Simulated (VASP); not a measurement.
# Ge (Fd-3m) in VASP: notebook

The runs below take Ge through single point, with PBE.

Everything below comes from runs of VASP 6.6.1. Logs are shortened: lines on timing, memory, paths and dates and some standing lists are left out, and cuts for length are marked.

### 1 The cell of the first run

The structure is cubic, space group Fd-3m (No. 227). The conventional cell has a = 5.772 Å, b = 5.772 Å, c = 5.772 Å, α = 90.00°, β = 90.00°, γ = 90.00°. Ge (site symmetry -43m) has 4 Ge at 2.50 Å within 3.3 Å.

### 2 Single point, PBE

INCAR

```
PREC = Accurate
ENCUT = 520
EDIFF = 1E-7
ISMEAR = -1
SIGMA = 0.05
LREAL = False
LASPH = True
NELM = 80
ALGO = Normal
ISIF = 2
LWAVE = False
LCHARG = True
GGA = PE
LELF = True
LVHAR = True
NBANDS = 21
```

KPOINTS

```
regular mesh
0
Gamma
  9 9 9
```

POSCAR

```
Ge
1.0
    0.0000000000      2.8859759944      2.8859759944
    2.8859759944      0.0000000000      2.8859759944
    2.8859759944      2.8859759944      0.0000000000
Ge
2
Direct
    0.5000000000      0.5000000000      0.5000000000
    0.7500000000      0.7500000000      0.7500000000
```

Potentials or basis: VASP PAW PBE potentials, release 64 (Ge_d).

The run is started by

```
$ cat potpaw_PBE.64/Ge_d/POTCAR > POTCAR
$ mpirun -np 1 vasp_std > vasp.out
```

OUTCAR:

```text
PREC = Accurate
   ENCUT = 520
   EDIFF = 1E-7
   ISMEAR = -1
   LREAL = False
   LASPH = True
   NELM = 80
   ISIF = 2
   GGA = PE

 ion  position               nearest neighbor table
   1  0.500  0.500  0.500-   2 2.50   2 2.50   2 2.50   2 2.50
   2  0.750  0.750  0.750-   1 2.50   1 2.50   1 2.50   1 2.50

  LATTYP: Found a face centered cubic cell.
 ALAT       =     5.7719519888

  Lattice vectors:

 A1 = (   0.0000000000,   2.8859759944,   2.8859759944)
 A2 = (   2.8859759944,   0.0000000000,   2.8859759944)
 A3 = (   2.8859759944,   2.8859759944,   0.0000000000)

Analysis of symmetry for initial positions (statically):
=====================================================================
 Subroutine PRICEL returns:
 Original cell was already a primitive cell.

 Routine SETGRP: Setting up the symmetry group for a
 face centered cubic supercell.

 Subroutine GETGRP returns: Found 48 space group operations
 (whereof 24 operations were pure point group operations)
 out of a pool of 48 trial point group operations.

The static configuration has the point symmetry T_d .
 The point group associated with its full space group is O_h .

Analysis of symmetry for dynamics (positions and initial velocities):
=====================================================================
 Subroutine PRICEL returns:
 Original cell was already a primitive cell.

 Routine SETGRP: Setting up the symmetry group for a
 face centered cubic supercell.

 Subroutine GETGRP returns: Found 48 space group operations
 (whereof 24 operations were pure point group operations)
 out of a pool of 48 trial point group operations.

The dynamic configuration has the point symmetry T_d .
 The point group associated with its full space group is O_h .

 Subroutine INISYM returns: Found 48 space group operations
 (whereof 24 operations are pure point group operations),
 and found     1 'primitive' translations

----------------------------------------------------------------------------------------

                                     Primitive cell

  volume of cell :      48.0738

  direct lattice vectors                    reciprocal lattice vectors
     0.000000000  2.885975994  2.885975994    -0.173251614  0.173251614  0.173251614
     2.885975994  0.000000000  2.885975994     0.173251614 -0.173251614  0.173251614
     2.885975994  2.885975994  0.000000000     0.173251614  0.173251614 -0.173251614

  length of vectors
     4.081386392  4.081386392  4.081386392     0.300080599  0.300080599  0.300080599

  position of ions in fractional coordinates (direct lattice)
     0.500000000  0.500000000  0.500000000
     0.750000000  0.750000000  0.750000000

  ion indices of the primitive-cell ions
   primitive index   ion index
                 1           1
                 2           2

----------------------------------------------------------------------------------------

 KPOINTS: regular mesh

Automatic generation of k-mesh.
 Grid dimensions read from file:
 generate k-points for:    9    9    9

 Generating k-lattice:

  Cartesian coordinates                     Fractional coordinates (reciprocal lattice)
    -0.019250179  0.019250179  0.019250179     0.111111111  0.000000000  0.000000000
     0.019250179 -0.019250179  0.019250179     0.000000000  0.111111111  0.000000000
     0.019250179  0.019250179 -0.019250179     0.000000000  0.000000000  0.111111111

  Length of vectors
     0.033342289  0.033342289  0.033342289

  Shift w.r.t. Gamma in fractional coordinates (k-lattice)
     0.000000000  0.000000000  0.000000000

 Subroutine IBZKPT returns following result:
 ===========================================

 Found     35 irreducible k-points:

 Following reciprocal coordinates:
            Coordinates               Weight
  0.000000  0.000000  0.000000      1.000000
  0.111111  0.000000  0.000000      8.000000
  0.222222  0.000000  0.000000      8.000000
  0.333333  0.000000  0.000000      8.000000
  0.444444  0.000000  0.000000      8.000000
  0.111111  0.111111  0.000000      6.000000
[... 16 lines left out ...]
 -0.333333  0.333333  0.000000     12.000000
  0.444444  0.444444  0.000000      6.000000
 [... further k-points ...]
   k-points           NKPTS =     35   k-points in BZ     NKDIM =     35   number of bands    NBANDS=     21
   number of dos      NEDOS =    301   number of ions     NIONS =      2
   total plane-waves  NPLWV =  27000
   dimension x,y,z NGX =    30 NGY =   30 NGZ =   30
   dimension x,y,z NGXF=    60 NGYF=   60 NGZF=   60
   ions per type =               2
   NGX,Y,Z   is equivalent  to a cutoff of  12.22, 12.22, 12.22 a.u.
   NGXF,Y,Z  is equivalent  to a cutoff of  24.44, 24.44, 24.44 a.u.
 SYSTEM =  unknown system
   PREC   = accura    normal or accurate (medium, high low for compatibility)
   ISTART =      0    job   : 0-new  1-cont  2-samecut
   ICHARG =      2    charge: 1-file 2-atom 10-const
   ISPIN  =      1    spin polarized calculation?
   LNONCOLLINEAR =      F non collinear calculations
   LSORBIT =      F    spin-orbit coupling
   LASPH  =      T    aspherical Exc in radial PAW
   ENCUT  =  520.0 eV  38.22 Ry    6.18 a.u.   7.59  7.59  7.59*2*pi/ulx,y,z
   NELM   =     80;   NELMIN=  2; NELMDL= -5     # of ELM steps
   EDIFF  = 0.1E-06   stopping-criterion for ELM
   LREAL  =      F    real-space projection
   EDIFFG = 0.1E-05   stopping-criterion for IOM
   NSW    =      0    number of steps for IOM
   IBRION =     -1    ionic relax: 0-MD 1-quasi-New 2-CG
   NFREE  =      0    steps in history (QN), initial steepest desc. (CG)
   ISIF   =      2    stress and relaxation
   ISYM   =      2    0-nonsym 1-usesym 2-fastsym
   POTIM  = 0.5000    time-step for ionic-motion
   TEBEG  =    0.0;   TEEND  =   0.0 temperature during run
   PSTRESS=    0.0 pullay stress
   NELECT =      28.0000    total number of electrons
   NUPDOWN=      -1.0000    fix difference up-down
   EMIN   =  10.00;   EMAX   =-10.00  energy-range for DOS
   EFERMI =   0.00;   METHOD = LEGACY
   ISMEAR =    -1;   SIGMA  =   0.05  broadening in eV -4-tet -1-fermi 0-gaus
   EFERMI_NEDOS =   21; number of points for ismear=-14 and -15
   IALGO  =     38    algorithm
   IMIX   =      4    mixing-type and parameters
     AMIX     =   0.40;   BMIX     =  1.00
     AMIX_MAG =   1.60;   BMIX_MAG =  1.00
  volume/ion in A,a.u.               =      24.04       162.21
  Fermi-wavevector in a.u.,A,eV,Ry     =   1.367177  2.583590 25.431648  1.869173
  Thomas-Fermi vector in A             =   2.493253
   LORBIT       =      0    0 simple, 1 ext, 2 COOP (PROOUT), +10 PAW based schemes
   GGA     = PE    functional components
   LHFCALC =     F    Hartree Fock is set to
   AEXX    =    0.0000 exact exchange contribution
   IVDW    =     0    specifies the selected vdW correction
   LEPSILON=     F    determine dielectric tensor
   LRPA    =     F    only Hartree local field effects (RPA)
 non-spin polarized calculation
  energy-cutoff  :      520.00
  volume of cell :       48.07
 maximum number of plane-waves:      1311
   NGX = 15   NGY = 15   NGZ = 15

 number of electron      27.9999975 magnetization

 Free energy of the ion-electron system (eV)
  ---------------------------------------------------
  ext. energy  EPLUGINS =         0.00000000
  ---------------------------------------------------
  free energy    TOTEN  =        -9.03127698 eV

  energy without entropy =       -9.03023732  energy(sigma->0) =       -9.03075715

 E-fermi :   4.3837     XC(G=0):  -9.6431

 val. band max:        4.1731543968   @ k =   0.1111   0.0000   0.0000
 cond. band min:       4.4269034083   @ k =   0.0000   0.0000   0.0000
 fundamental gap:      0.2537490115
 Fermi energy:         4.3837063607

 k-point     1 :       0.0000    0.0000    0.0000
  band No.  band energies     occupation
      1     -20.3121      2.00000
      2     -20.3121      2.00000
      3     -20.3121      2.00000
      4     -20.2803      2.00000
      5     -20.2803      2.00000
      6     -20.1000      2.00000
[... 13 lines left out ...]
     20      13.7502      0.00000
     21      13.7502      0.00000

 k-point     2 :       0.1111    0.0000    0.0000
  band No.  band energies     occupation
      1     -20.3178      2.00000
      2     -20.3178      2.00000
      3     -20.3103      2.00000
      4     -20.2725      2.00000
      5     -20.2725      2.00000
      6     -20.1098      2.00000
[... 13 lines left out ...]
     20      13.0105      0.00000
     21      13.0105      0.00000

 k-point     3 :       0.2222    0.0000    0.0000
  band No.  band energies     occupation
      1     -20.3259      2.00000
      2     -20.3259      2.00000
      3     -20.3058      2.00000
      4     -20.2592      2.00000
      5     -20.2592      2.00000
      6     -20.1212      2.00000
[... 13 lines left out ...]
     20      12.6079      0.00000
     21      12.6079      0.00000

 k-point     4 :       0.3333    0.0000    0.0000
  band No.  band energies     occupation
      1     -20.3310      2.00000
      2     -20.3310      2.00000
      3     -20.3006      2.00000
      4     -20.2494      2.00000
      5     -20.2494      2.00000
      6     -20.1286      2.00000
[... 13 lines left out ...]
     20      13.2535      0.00000
     21      13.2535      0.00000

 k-point     5 :       0.4444    0.0000    0.0000
  band No.  band energies     occupation
      1     -20.3330      2.00000
      2     -20.3330      2.00000
      3     -20.2970      2.00000
      4     -20.2451      2.00000
      5     -20.2451      2.00000
      6     -20.1314      2.00000
[... 13 lines left out ...]
     20      14.7582      0.00000
     21      14.7582      0.00000
[... 382 lines left out ...]
     20      15.6720      0.00000
     21      16.3895      0.00000

 k-point    22 :      -0.4444    0.3333    0.0000
  band No.  band energies     occupation
      1     -20.3536      2.00000
      2     -20.3414      2.00000
      3     -20.2694      2.00000
      4     -20.2173      2.00000
      5     -20.2028      2.00000
      6     -20.1796      2.00000
[... 13 lines left out ...]
     20      14.7737      0.00000
     21      16.7627      0.00000

 k-point    23 :      -0.3333    0.3333    0.0000
  band No.  band energies     occupation
      1     -20.3564      2.00000
      2     -20.3423      2.00000
      3     -20.2646      2.00000
      4     -20.2055      2.00000
      5     -20.2008      2.00000
      6     -20.1884      2.00000
[... 13 lines left out ...]
     20      13.2309      0.00000
     21      17.4691      0.00000

 k-point    24 :       0.4444    0.4444    0.0000
  band No.  band energies     occupation
      1     -20.3408      2.00000
      2     -20.3408      2.00000
      3     -20.2824      2.00000
      4     -20.2478      2.00000
      5     -20.2001      2.00000
      6     -20.1673      2.00000
[... 13 lines left out ...]
     20      16.2051      0.00000
     21      17.0128      0.00000

 [... further k-points ...]
[... 5 lines left out ...]
  --------------------------------------------------------------------------------------
  -------------------------------------------------------------------------------------
  Total       -0.1275183     -0.1275183     -0.1275183      0.0000000      0.0000000      0.0000000
  in kB       -4.2498625     -4.2498625     -4.2498625      0.0000000      0.0000000      0.0000000
  external PRESSURE =      -4.2498625 kB  Pullay stress =       0.0000000 kB

 VOLUME and BASIS-vectors are now :
 -----------------------------------------------------------------------------
  energy-cutoff  :      520.00
  volume of cell :       48.07
      direct lattice vectors                 reciprocal lattice vectors
     0.000000000  2.885975994  2.885975994    -0.173251614  0.173251614  0.173251614
     2.885975994  0.000000000  2.885975994     0.173251614 -0.173251614  0.173251614
     2.885975994  2.885975994  0.000000000     0.173251614  0.173251614 -0.173251614

 POSITION                                       TOTAL-FORCE (eV/Angst)
 -----------------------------------------------------------------------------------
      2.88598      2.88598      2.88598         0.000000     -0.000000      0.000000
      4.32896      4.32896      4.32896         0.000000      0.000000     -0.000000
 -----------------------------------------------------------------------------------
    total drift:                                0.000000     -0.000000     -0.000000

  FREE ENERGIE OF THE ION-ELECTRON SYSTEM (eV)
  ---------------------------------------------------
  free  energy   TOTEN  =        -9.0312769792 eV

  energy  without entropy=       -9.0302373158  energy(sigma->0) =       -9.03075715
```

Wall time 30 s (1 thread of Intel Xeon Platinum 8259CL at 2.50GHz (Skylake/Cascade Lake), shared host); peak memory 0.17 GiB.

What came out:

- Free energy: -9.0313 eV
- Pressure: -0.4 GPa
- Band gap on the k mesh: zero (filled and empty bands touch)

Levels at points of the mesh, in eV from the Fermi level:
```tsv
k point	band 10	band 11	band 12	band 13	band 14	band 15	band 16	band 17	band 18	band 19
(0.00, 0.00, 0.00)	-24.48	-12.29	-0.46	0.04	0.04	0.04	2.57	2.57	2.57	6.33
```

### 3 Single point, PBE (volume scaled by 1.04)

INCAR

```
  ALGO = Normal
  EDIFF = 1E-7
  ENCUT = 520
  GGA = PE
  ISIF = 2
  ISMEAR = -1
  LASPH = T
  LCHARG = F
  LREAL = F
  LWAVE = F
  NBANDS = 21
  NELM = 100
  PREC = Accurate
  SIGMA = 0.05
```

KPOINTS

```
k-points
0
Gamma
  9 9 9
```

POSCAR

```
Ge
1.0
    0.0000000000      2.9239537179      2.9239537179
    2.9239537179      0.0000000000      2.9239537179
    2.9239537179      2.9239537179      0.0000000000
Ge
2
Direct
    0.5000000000      0.5000000000      0.5000000000
    0.7500000000      0.7500000000      0.7500000000
```

Potentials or basis: VASP PAW PBE potentials, release 64 (Ge_d).

The run is started by

```
$ cat potpaw_PBE.64/Ge_d/POTCAR > POTCAR
$ mpirun -np 1 vasp_std > vasp.out
```

Run time: 22 s. Hardware: 1 thread of Intel Xeon Platinum 8259CL at 2.50GHz (Skylake/Cascade Lake), shared host; peak memory 0.18 GiB.

The run converged. Its results:

```
Free energy            : -9.0148 eV
Pressure               : -2.4 GPa
Band gap on the k mesh : zero (band 14 reaches 4.08 eV, above the bottom of band 15 at 4.00 eV)
```

Levels at points of the mesh, in eV from the Fermi level:
| k point | band 10 | band 11 | band 12 | band 13 | band 14 | band 15 | band 16 | band 17 | band 18 | band 19 |
| --- | --- | --- | --- | --- | --- | --- | --- | --- | --- | --- |
| (0.00, 0.00, 0.00) | -24.40 | -11.95 | -0.74 | 0.10 | 0.10 | 0.10 | 2.61 | 2.61 | 2.61 | 6.29 |
